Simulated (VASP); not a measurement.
# InSb (F-43m) in VASP: further runs

InSb is run at these levels: PBEsol; tasks: single point, relaxation of cell and atoms.

Program: VASP 6.6.1. These are calculated values, not measurements. Logs are shortened: lines on timing, memory, paths and dates and some standing lists are left out, and cuts for length are marked.

## (1) The cell of the first run

Symmetry: F-43m, No. 216, cubic system. Conventional cell: a = 6.520 Å, b = 6.520 Å, c = 6.520 Å, α = 90.00°, β = 90.00°, γ = 90.00°. Within 3.7 Å of In (site symmetry -43m) lie 4 Sb at 2.82 Å. Within 3.7 Å of Sb (site symmetry -43m) lie 4 In at 2.82 Å.

## (2) Single point, PBEsol

File INCAR:

```
SYSTEM = InSb
PREC = Accurate ; ENCUT = 520
EDIFF = 1E-6 ; ISMEAR = -1
SIGMA = 0.1 ; LREAL = .False.
LASPH = .True. ; NELM = 80
ALGO = Normal ; ISIF = 2
LWAVE = .False. ; LCHARG = .True.
GGA = PS ; LELF = .True.
LVHAR = .True. ; NBANDS = 16
```

File KPOINTS:

```
Automatic mesh
0
Gamma
  12 12 12
  0 0 0
```

File POSCAR:

```
InSb
1.0
    0.0000000000      3.2600996211      3.2600996211
    3.2600996211      0.0000000000      3.2600996211
    3.2600996211      3.2600996211      0.0000000000
In Sb
1 1
Direct
    0.0000000000      0.0000000000      0.0000000000
    0.7500000000      0.7500000000      0.7500000000
```

Potentials or basis: VASP PAW PBE potentials, release 64 (In_d, Sb).

Command:

```console
> cat potpaw_PBE.64/In_d/POTCAR potpaw_PBE.64/Sb/POTCAR > POTCAR
> mpirun -np 1 vasp_std > vasp.out
```

OUTCAR:

```text
SYSTEM = InSb
   PREC = Accurate
   ENCUT = 520
   EDIFF = 1E-6
   ISMEAR = -1
   LREAL = .False.
   LASPH = .True.
   NELM = 80
   ISIF = 2
   GGA = PS

 ion  position               nearest neighbor table
   1  0.000  0.000  0.000-   2 2.82   2 2.82   2 2.82   2 2.82
   2  0.750  0.750  0.750-   1 2.82   1 2.82   1 2.82   1 2.82

  LATTYP: Found a face centered cubic cell.
 ALAT       =     6.5201992422

  Lattice vectors:

 A1 = (   0.0000000000,   3.2600996211,   3.2600996211)
 A2 = (   3.2600996211,   0.0000000000,   3.2600996211)
 A3 = (   3.2600996211,   3.2600996211,   0.0000000000)

Analysis of symmetry for initial positions (statically):
=====================================================================
 Subroutine PRICEL returns:
 Original cell was already a primitive cell.

 Routine SETGRP: Setting up the symmetry group for a
 face centered cubic supercell.

 Subroutine GETGRP returns: Found 24 space group operations
 (whereof 24 operations were pure point group operations)
 out of a pool of 48 trial point group operations.

The static configuration has the point symmetry T_d .

Analysis of symmetry for dynamics (positions and initial velocities):
=====================================================================
 Subroutine PRICEL returns:
 Original cell was already a primitive cell.

 Routine SETGRP: Setting up the symmetry group for a
 face centered cubic supercell.

 Subroutine GETGRP returns: Found 24 space group operations
 (whereof 24 operations were pure point group operations)
 out of a pool of 48 trial point group operations.

The dynamic configuration has the point symmetry T_d .

 Subroutine INISYM returns: Found 24 space group operations
 (whereof 24 operations are pure point group operations),
 and found     1 'primitive' translations

----------------------------------------------------------------------------------------

                                     Primitive cell

  volume of cell :      69.2983

  direct lattice vectors                    reciprocal lattice vectors
     0.000000000  3.260099621  3.260099621    -0.153369546  0.153369546  0.153369546
     3.260099621  0.000000000  3.260099621     0.153369546 -0.153369546  0.153369546
     3.260099621  3.260099621  0.000000000     0.153369546  0.153369546 -0.153369546
[... 74 lines left out ...]
 SYSTEM =  InSb
   PREC   = accura    normal or accurate (medium, high low for compatibility)
   ISTART =      0    job   : 0-new  1-cont  2-samecut
   ICHARG =      2    charge: 1-file 2-atom 10-const
   ISPIN  =      1    spin polarized calculation?
   LNONCOLLINEAR =      F non collinear calculations
   LSORBIT =      F    spin-orbit coupling
   LASPH  =      T    aspherical Exc in radial PAW
   ENCUT  =  520.0 eV  38.22 Ry    6.18 a.u.   8.57  8.57  8.57*2*pi/ulx,y,z
   NELM   =     80;   NELMIN=  2; NELMDL= -5     # of ELM steps
   EDIFF  = 0.1E-05   stopping-criterion for ELM
   LREAL  =      F    real-space projection
   EDIFFG = 0.1E-04   stopping-criterion for IOM
   NSW    =      0    number of steps for IOM
   IBRION =     -1    ionic relax: 0-MD 1-quasi-New 2-CG
   NFREE  =      0    steps in history (QN), initial steepest desc. (CG)
   ISIF   =      2    stress and relaxation
   ISYM   =      2    0-nonsym 1-usesym 2-fastsym
   POTIM  = 0.5000    time-step for ionic-motion
   TEBEG  =    0.0;   TEEND  =   0.0 temperature during run
   PSTRESS=    0.0 pullay stress
   NELECT =      18.0000    total number of electrons
   NUPDOWN=      -1.0000    fix difference up-down
   EMIN   =  10.00;   EMAX   =-10.00  energy-range for DOS
   EFERMI =   0.00;   METHOD = LEGACY
   ISMEAR =    -1;   SIGMA  =   0.10  broadening in eV -4-tet -1-fermi 0-gaus
   EFERMI_NEDOS =   21; number of points for ismear=-14 and -15
   IALGO  =     38    algorithm
   IMIX   =      4    mixing-type and parameters
     AMIX     =   0.40;   BMIX     =  1.00
     AMIX_MAG =   1.60;   BMIX_MAG =  1.00
  volume/ion in A,a.u.               =      34.65       233.82
  Fermi-wavevector in a.u.,A,eV,Ry     =   1.044539  1.973893 14.844805  1.091062
  Thomas-Fermi vector in A             =   2.179296
   LORBIT       =      0    0 simple, 1 ext, 2 COOP (PROOUT), +10 PAW based schemes
   GGA     = PS    functional components
   LHFCALC =     F    Hartree Fock is set to
   AEXX    =    0.0000 exact exchange contribution
   IVDW    =     0    specifies the selected vdW correction
   LEPSILON=     F    determine dielectric tensor
   LRPA    =     F    only Hartree local field effects (RPA)
 non-spin polarized calculation
  energy-cutoff  :      520.00
  volume of cell :       69.30
 maximum number of plane-waves:      1892
 NGX is ok and might be reduce to    36
   NGX = 17   NGY = 17   NGZ = 17

 number of electron      17.9999994 magnetization

 Free energy of the ion-electron system (eV)
  ---------------------------------------------------
  ext. energy  EPLUGINS =         0.00000000
  ---------------------------------------------------
  free energy    TOTEN  =        -7.70128785 eV

  energy without entropy =       -7.69966744  energy(sigma->0) =       -7.70047764

 E-fermi :   4.9631     XC(G=0):  -8.7887

 val. band max:        4.7624171273   @ k =   0.0000   0.0000   0.0000
 cond. band min:       5.2018265609   @ k =   0.5000   0.0000   0.0000
 fundamental gap:      0.4394094336
 Fermi energy:         4.9631464470

 k-point     1 :       0.0000    0.0000    0.0000
  band No.  band energies     occupation
      1      -9.7370      2.00000
      2      -9.7370      2.00000
      3      -9.7370      2.00000
      4      -9.6556      2.00000
      5      -9.6556      2.00000
      6      -5.8671      2.00000
[... 433 lines left out ...]
      3      -9.7135      2.00000
      4      -9.6570      2.00000
      5      -9.6545      2.00000
      6      -4.3905      2.00000
[... 8 lines left out ...]
     15      12.9370      0.00000
     16      13.1961      0.00000

 [... further k-points ...]
[... 5 lines left out ...]
  --------------------------------------------------------------------------------------
  -------------------------------------------------------------------------------------
  Total       -0.0010995     -0.0010995     -0.0010995      0.0000000      0.0000000      0.0000000
  in kB       -0.0254202     -0.0254202     -0.0254202      0.0000000      0.0000000      0.0000000
  external PRESSURE =      -0.0254202 kB  Pullay stress =       0.0000000 kB

 VOLUME and BASIS-vectors are now :
 -----------------------------------------------------------------------------
  energy-cutoff  :      520.00
  volume of cell :       69.30
      direct lattice vectors                 reciprocal lattice vectors
     0.000000000  3.260099621  3.260099621    -0.153369546  0.153369546  0.153369546
     3.260099621  0.000000000  3.260099621     0.153369546 -0.153369546  0.153369546
     3.260099621  3.260099621  0.000000000     0.153369546  0.153369546 -0.153369546

 POSITION                                       TOTAL-FORCE (eV/Angst)
 -----------------------------------------------------------------------------------
      0.00000      0.00000      0.00000        -0.000000     -0.000000      0.000000
      4.89015      4.89015      4.89015         0.000000      0.000000     -0.000000
 -----------------------------------------------------------------------------------
    total drift:                                0.000000      0.000000      0.000000

  FREE ENERGIE OF THE ION-ELECTRON SYSTEM (eV)
  ---------------------------------------------------
  free  energy   TOTEN  =        -7.7012878524 eV

  energy  without entropy=       -7.6996674362  energy(sigma->0) =       -7.70047764
```

OSZICAR:

```text
N       E                     dE             d eps       ncg     rms          rms(c)
DAV:   1     0.112495157798E+03    0.11250E+03   -0.78071E+03  2304   0.111E+03
DAV:   2    -0.480795142170E+00   -0.11298E+03   -0.10923E+03  2552   0.281E+02
DAV:   3    -0.763291543845E+01   -0.71521E+01   -0.71256E+01  3000   0.724E+01
DAV:   4    -0.782981850428E+01   -0.19690E+00   -0.19687E+00  2808   0.139E+01
DAV:   5    -0.784221724162E+01   -0.12399E-01   -0.12399E-01  3600   0.284E+00    0.393E+00
DAV:   6    -0.772378767691E+01    0.11843E+00   -0.17417E-01  3328   0.678E+00    0.223E+00
DAV:   7    -0.770164476044E+01    0.22143E-01   -0.65018E-02  3192   0.261E+00    0.598E-01
DAV:   8    -0.770087455090E+01    0.77021E-03   -0.74359E-03  3080   0.986E-01    0.253E-01
DAV:   9    -0.770129138490E+01   -0.41683E-03   -0.84758E-04  2808   0.252E-01    0.825E-02
DAV:  10    -0.770126724037E+01    0.24145E-04   -0.46878E-05  3104   0.478E-02    0.366E-02
DAV:  11    -0.770128725104E+01   -0.20011E-04   -0.34847E-05  2680   0.488E-02    0.236E-02
DAV:  12    -0.770128785238E+01   -0.60135E-06   -0.11602E-06  2272   0.848E-03
   1 F= -.77012879E+01 E0= -.77004776E+01  d E =-.162042E-02
```

stdout:

```text
POSCAR found type information on POSCAR InSb
 POSCAR found :  2 types and       2 ions
 scaLAPACK will be used
 -----------------------------------------------------------------------------
|                                                                             |
|                                                                             |
|     You enforced a specific xc type in the INCAR file but a different       |
|     I HOPE YOU KNOW WHAT YOU ARE DOING!                                     |
|                                                                             |
 -----------------------------------------------------------------------------

 LDA part: xc-table for (Slater+PW92), standard interpolation
 POSCAR, INCAR and KPOINTS ok, starting setup
 FFT: planning ... GRIDC
 FFT: planning ... GRID_SOFT
 FFT: planning ... GRID
 WAVECAR not read
 entering main loop
```

Wall time 54 s (1 thread of AMD EPYC 7R13 (Zen 3), shared host); peak memory 0.22 GiB.

What came out:

| Item | Value |
| --- | --- |
| Free energy | -7.7013 eV |
| Pressure | 0.0 GPa |
| Band gap on the k mesh | zero (filled and empty bands touch) |

Levels at points of the mesh, in eV from the Fermi level:
```tsv
k point	band 5	band 6	band 7	band 8	band 9	band 10	band 11	band 12	band 13	band 14
(0.00, 0.00, 0.00)	-14.62	-10.83	-0.57	-0.20	-0.20	-0.20	2.73	2.73	2.73	5.35
(0.50, 0.00, 0.00)	-14.62	-9.50	-5.77	-1.18	-1.18	0.24	3.57	3.57	5.77	7.87
(0.50, 0.50, 0.00)	-14.61	-8.91	-6.07	-2.42	-2.42	1.07	1.09	7.81	7.81	8.38
```

Caveat: semilocal functionals underestimate gaps, so a narrow gap can read as zero; the PAW data sets were made with another functional, which shifts forces and pressure a little; spin-orbit coupling is left out, which moves the levels of the heavy elements.

## (3) Relaxation of cell and atoms, PBEsol

This run uses another cell than the first one, of 33.98 Å³/atom.

File INCAR:

```
PREC     = Accurate       # precision mode
ENCUT    = 600            # plane-wave cutoff, eV
EDIFF    = 1E-6           # SCF threshold, eV
ISMEAR   = -1             # smearing method
SIGMA    = 0.1            # smearing width, eV
LREAL    = False          # projectors in reciprocal space
LASPH    = True           # aspherical terms in the spheres
NELM     = 60             # most SCF steps
ALGO     = Normal         # electronic algorithm
ISIF     = 3              # what is computed and relaxed
LWAVE    = False          # write WAVECAR
LCHARG   = False          # write CHGCAR
GGA      = PS             # functional
IBRION   = 2              # ionic algorithm
NSW      = 100            # ionic steps
EDIFFG   = -0.002         # ionic threshold
```

File KPOINTS:

```
Automatic mesh
0
Gamma
  12 12 12
```

File POSCAR:

```
InSb
1.0
    0.0000000000      3.2391000000      3.2391000000
    3.2391000000      0.0000000000      3.2391000000
    3.2391000000      3.2391000000      0.0000000000
In Sb
1 1
Direct
    0.0000000000      0.0000000000      0.0000000000
    0.7500000000      0.7500000000      0.7500000000
```

Potentials or basis: VASP PAW PBE potentials, release 64 (In_d, Sb).

Command:

```console
> cat potpaw_PBE.64/In_d/POTCAR potpaw_PBE.64/Sb/POTCAR > POTCAR
> mpirun -np 1 vasp_std > vasp.out
```

OUTCAR:

```text
PREC = Accurate
   ENCUT = 600
   EDIFF = 1E-6
   ISMEAR = -1
   LREAL = False
   LASPH = True
   NELM = 60
   ISIF = 3
   GGA = PS
   IBRION = 2
   NSW = 100
   EDIFFG = -0.002

 ion  position               nearest neighbor table
   1  0.000  0.000  0.000-   2 2.81   2 2.81   2 2.81   2 2.81
   2  0.750  0.750  0.750-   1 2.81   1 2.81   1 2.81   1 2.81

  LATTYP: Found a face centered cubic cell.
 ALAT       =     6.4782000000

  Lattice vectors:

 A1 = (   0.0000000000,   3.2391000000,   3.2391000000)
 A2 = (   3.2391000000,   0.0000000000,   3.2391000000)
 A3 = (   3.2391000000,   3.2391000000,   0.0000000000)

Analysis of symmetry for initial positions (statically):
=====================================================================
 Subroutine PRICEL returns:
 Original cell was already a primitive cell.

 Routine SETGRP: Setting up the symmetry group for a
 face centered cubic supercell.

 Subroutine GETGRP returns: Found 24 space group operations
 (whereof 24 operations were pure point group operations)
 out of a pool of 48 trial point group operations.

The static configuration has the point symmetry T_d .

Analysis of symmetry for dynamics (positions and initial velocities):
=====================================================================
 Subroutine PRICEL returns:
 Original cell was already a primitive cell.

 Routine SETGRP: Setting up the symmetry group for a
 face centered cubic supercell.

 Subroutine GETGRP returns: Found 24 space group operations
 (whereof 24 operations were pure point group operations)
 out of a pool of 48 trial point group operations.

The dynamic configuration has the point symmetry T_d .

 Subroutine INISYM returns: Found 24 space group operations
 (whereof 24 operations are pure point group operations),
 and found     1 'primitive' translations

----------------------------------------------------------------------------------------

                                     Primitive cell

  volume of cell :      67.9678

[... 122 lines left out ...]
  volume of cell :       67.97
 maximum number of plane-waves:      2285
 NGX is ok and might be reduce to    40
   NGX = 19   NGY = 19   NGZ = 19

--------------------------------------- Ionic step        1  -------------------------------------------

 number of electron      18.0000001 magnetization

 Free energy of the ion-electron system (eV)
  ---------------------------------------------------
  ext. energy  EPLUGINS =         0.00000000
  ---------------------------------------------------
  free energy    TOTEN  =        -7.69780349 eV

  energy without entropy =       -7.69639546  energy(sigma->0) =       -7.69709948

------------------------ aborting loop because EDIFF is reached ----------------------------------------

  FORCE on cell =-STRESS in cart. coord.  units (eV):
  Direction    XX          YY          ZZ          XY          YZ          ZX
  --------------------------------------------------------------------------------------
  -------------------------------------------------------------------------------------
  Total        0.3737765      0.3737765      0.3737765      0.0000000      0.0000000     -0.0000000
  in kB        8.8108856      8.8108856      8.8108856      0.0000000      0.0000000     -0.0000000
  external PRESSURE =       8.8108856 kB  Pullay stress =       0.0000000 kB
[... 23 lines left out ...]
--------------------------------------- Ionic step        2  -------------------------------------------

 number of electron      17.9999998 magnetization

 E-fermi :   4.8819     XC(G=0):  -8.7566

 val. band max:        4.6848612745   @ k =   0.0000   0.0000   0.0000
 cond. band min:       5.1116314419   @ k =   0.5000   0.0000   0.0000
 fundamental gap:      0.4267701674
 Fermi energy:         4.8818840081

 k-point     1 :       0.0000    0.0000    0.0000
  band No.  band energies     occupation
      1      -9.7990      2.00000
      2      -9.7990      2.00000
      3      -9.7990      2.00000
      4      -9.7197      2.00000
      5      -9.7197      2.00000
      6      -5.8981      2.00000
      7       4.2743      1.99542
      8       4.6849      1.75527
      9       4.6849      1.75527
     10       4.6849      1.75527
     11       7.6197      0.00000
     12       7.6197      0.00000
     13       7.6197      0.00000
[... 403 lines left out ...]
--------------------------------------- Ionic step        3  -------------------------------------------

 number of electron      17.9999999 magnetization

 Free energy of the ion-electron system (eV)
  ---------------------------------------------------
  ext. energy  EPLUGINS =         0.00000000
  ---------------------------------------------------
  free energy    TOTEN  =        -7.70145836 eV

  energy without entropy =       -7.69983455  energy(sigma->0) =       -7.70064646

 E-fermi :   4.9602     XC(G=0):  -8.7871

 val. band max:        4.7595664279   @ k =   0.0000   0.0000   0.0000
 cond. band min:       5.1985042156   @ k =   0.5000   0.0000   0.0000
 fundamental gap:      0.4389377877
 Fermi energy:         4.9601557034

 k-point     1 :       0.0000    0.0000    0.0000
  band No.  band energies     occupation
      1      -9.7390      2.00000
      2      -9.7390      2.00000
      3      -9.7390      2.00000
      4      -9.6577      2.00000
      5      -9.6577      2.00000
      6      -5.8681      2.00000
      7       4.3897      1.99336
      8       4.7596      1.76283
      9       4.7596      1.76283
     10       4.7596      1.76283
     11       7.6936      0.00000
     12       7.6936      0.00000
     13       7.6936      0.00000
[... 397 lines left out ...]
  FREE ENERGIE OF THE ION-ELECTRON SYSTEM (eV)
  ---------------------------------------------------
  free  energy   TOTEN  =        -7.7014583638 eV

  energy  without entropy=       -7.6998345497  energy(sigma->0) =       -7.70064646

 reached required accuracy - stopping structural energy minimisation
```

OSZICAR:

```text
N       E                     dE             d eps       ncg     rms          rms(c)
DAV:   1     0.114899702028E+03    0.11490E+03   -0.86728E+03  1872   0.153E+03
[... 23 lines left out ...]
DAV:   1    -0.771014808088E+01   -0.91737E-02   -0.21987E-01  2357   0.938E+00    0.575E-01
DAV:   2    -0.770268826493E+01    0.74598E-02   -0.16781E-02  2252   0.297E+00    0.207E-01
DAV:   3    -0.770149235524E+01    0.11959E-02   -0.36970E-03  2497   0.124E+00    0.102E-01
DAV:   4    -0.770147047903E+01    0.21876E-04   -0.12065E-04  1912   0.109E-01    0.665E-02
DAV:   5    -0.770145734655E+01    0.13132E-04   -0.18647E-05  2341   0.432E-02    0.295E-02
DAV:   6    -0.770145866215E+01   -0.13156E-05   -0.50125E-06  2671   0.237E-02    0.491E-03
DAV:   7    -0.770145836376E+01    0.29838E-06   -0.30052E-07   961   0.104E-02
   3 F= -.77014584E+01 E0= -.77006465E+01  d E =-.365487E-02
```

Wall time 2 min (1 thread of AMD EPYC 7R13 (Zen 3), shared host); peak memory 0.26 GiB.

Results:

```yaml
Free_energy: -7.7015 eV
Relaxed_volume: 34.66 Å³/atom
Relaxed_cell: a = 4.611 Å, b = 4.611 Å, c = 4.611 Å, α = 60.00°, β = 60.00°, γ = 60.00°
Space_group_after_relaxing_to_0.1_Å: F-43m (No. 216)
Energy_gained_by_relaxing: 1.8 meV/atom
Ionic_steps: 3
Pressure_after_relaxing: 0.0 GPa
Band_gap_on_the_k_mesh: zero (filled and empty bands touch)
```

Step by step:
| step | energy change (eV) | largest force (eV/Å) | pressure (GPa) | volume (Å³) |
| --- | --- | --- | --- | --- |
| 1 | 0.0000 | 0.0000 | 0.88 | 67.97 |
| 2 | -0.0032 | 0.0000 | -0.31 | 69.82 |
| 3 | -0.0037 | 0.0000 | -0.01 | 69.32 |

Final structure:
```
CELL_PARAMETERS angstrom
0.00000 3.26042 3.26042
3.26042 0.00000 3.26042
3.26042 3.26042 0.00000
ATOMIC_POSITIONS crystal
In 0.00000 0.00000 0.00000
Sb 0.75000 0.75000 0.75000
```

Levels at points of the mesh, in eV from the Fermi level:
```tsv
k point	band 6	band 7	band 8	band 9	band 10	band 11	band 12	band 13
(0.00, 0.00, 0.00)	-10.83	-0.57	-0.20	-0.20	-0.20	2.73	2.73	2.73
(0.50, 0.00, 0.00)	-9.50	-5.77	-1.18	-1.18	0.24	3.57	3.57	5.77
(0.50, 0.50, 0.00)	-8.91	-6.07	-2.42	-2.42	1.07	1.09	7.81	7.81
```

Caveat: semilocal functionals underestimate gaps, so a narrow gap can read as zero; the PAW data sets were made with another functional, which shifts forces and pressure a little; spin-orbit coupling is left out, which moves the levels of the heavy elements.
